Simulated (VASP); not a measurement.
**SrCl2: single point with PBE**

SrCl2:

```
Sr Cl
1.0
     4.40725    0.00000    0.00000
    -2.20362    3.81679    0.00000
     0.00000    0.00000    5.59607
Sr Cl
1 2
Direct
  0.00000 0.00000 0.00000
  0.33333 0.66667 0.24870
  0.66667 0.33333 0.75130
```

```
Program             : VASP 6.6.1
Task                : single point
Functional          : PBE
Potentials or basis : VASP PAW PBE potentials, release 64 (Sr_sv, Cl)
Cutoff              : 520 eV
k mesh              : 6 × 6 × 4
Occupations         : gaussian, width 0.01 eV
Spin                : no spin polarisation
```

The pressure is 1.3 GPa, the largest force is 0.024 eV/Å and the band gap on the k mesh is 5.16 eV.

Forces in eV/Å, atoms in the order of the input:
```
Sr   0.000  0.000  0.000
Cl   0.000  0.000  0.024
Cl   0.000  0.000 -0.024
```

Levels at points of the mesh, in eV from the valence-band top:
| k point | band 8 | band 9 | band 10 | band 11 | band 12 | band 13 | band 14 | band 15 | band 16 | band 17 |
| --- | --- | --- | --- | --- | --- | --- | --- | --- | --- | --- |
| (0.00, 0.00, 0.00) | -1.45 | -1.45 | -0.45 | -0.45 | 0.00 | 5.16 | 6.69 | 6.69 | 7.41 | 7.60 |
| (0.50, 0.00, 0.00) | -1.05 | -0.97 | -0.96 | -0.94 | -0.80 | 5.46 | 7.00 | 8.09 | 8.15 | 8.69 |
| (0.00, 0.00, 0.50) | -1.32 | -1.30 | -0.94 | -0.63 | -0.63 | 6.43 | 6.43 | 6.62 | 7.24 | 7.85 |
| (0.50, 0.00, 0.50) | -1.57 | -1.23 | -0.76 | -0.57 | -0.29 | 6.14 | 7.53 | 7.82 | 8.03 | 8.31 |

It took 54 s on 1 thread of AMD EPYC 7R13 (shared host), peak memory 0.2 GiB.

A k mesh can miss the band edges.
